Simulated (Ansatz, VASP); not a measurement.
CdS: VASP beside Ansatz

The input INCAR:

```
  ALGO = Normal
  EDIFF = 1E-6
  ENCUT = 540
  GGA = PE
  GGA_COMPAT = F
  ISIF = 2
  ISMEAR = 0
  LASPH = T
  LCHARG = F
  LREAL = F
  LWAVE = F
  NBANDS = 34
  NELM = 120
  PREC = Accurate
  SIGMA = 0.01
```

Contents of KPOINTS:

```
k-points
0
Gamma
  9 9 4
```

File POSCAR:

```
CdS
1.0
    4.1963020496      0.0000000000      0.0000000000
   -2.0981510248      3.6341041769      0.0000000000
    0.0000000000      0.0000000000      6.8304216542
Cd S
2 2
Direct
    0.3333333333      0.6666666667     -0.0553264328
    0.6666666667      0.3333333333      0.4446735672
    0.3333333333      0.6666666667      0.4323264328
    0.6666666667      0.3333333333      0.9323264328
```

Input for Ansatz:

```yaml
crystal:
  lattice:
    - [4.1963020496, 0.0, 0.0]
    - [-2.0981510248, 3.6341041769, 0.0]
    - [0.0, 0.0, 6.8304216542]
  atoms:
    - { symbol: Cd, position: [0.3333333333, 0.6666666667, -0.0553264328] }
    - { symbol: Cd, position: [0.6666666667, 0.3333333333, 0.4446735672] }
    - { symbol: S, position: [0.3333333333, 0.6666666667, 0.4323264328] }
    - { symbol: S, position: [0.6666666667, 0.3333333333, 0.9323264328] }
basis:
  ecutwfc: 420
  xc_grid: 2
kpoints:
  mp_grid: { grid: [9, 9, 4] }
hamiltonian:
  xc: pbe
  pseudopotentials: { kind: paw, azcp: { folder: soft_1 } }
scf:
  occupations: { method: fixed }
output:
  forces: true
  stress: true
  eigenvalues: true
  polarization: {}
```

Change from the starting cell: polar distortion scaled by 0.10.

Alike in both runs: task single point; functional PBE; k mesh 9 × 9 × 4; no spin polarisation.

```csv
,VASP,Ansatz
version,VASP 6.6.1,Ansatz 0.2.0
potentials or method,"VASP PAW PBE potentials, release 64 (Cd_sv_GW, S), cutoff 540 eV","scalar-relativistic, plane waves, PAW"
occupations,"gaussian, width 0.01 eV",fixed
valence electrons in the cell,52,52
```

Ansatz gave:

| Property | Result |
| --- | --- |
| gap on the k mesh at the Fermi level (eV) | 1.37 |
| least direct gap on the mesh (eV) | 1.37 |
| pressure (GPa) | 3.4 |
| traceless stress, the component that is largest in VASP (GPa) | -5.04 |
| rms of the force components (eV/Å) | 0.090 |

Task: Estimate VASP's values.

Result: gap on the k mesh at the Fermi level (eV): 1.37; least direct gap on the mesh (eV): 1.37; pressure (GPa): 2.3; traceless stress, the component that is largest in VASP (GPa): -5.02; rms of the force components (eV/Å): 0.090.

Atom by atom the forces differ by 0.000 eV/Å (rms over components).
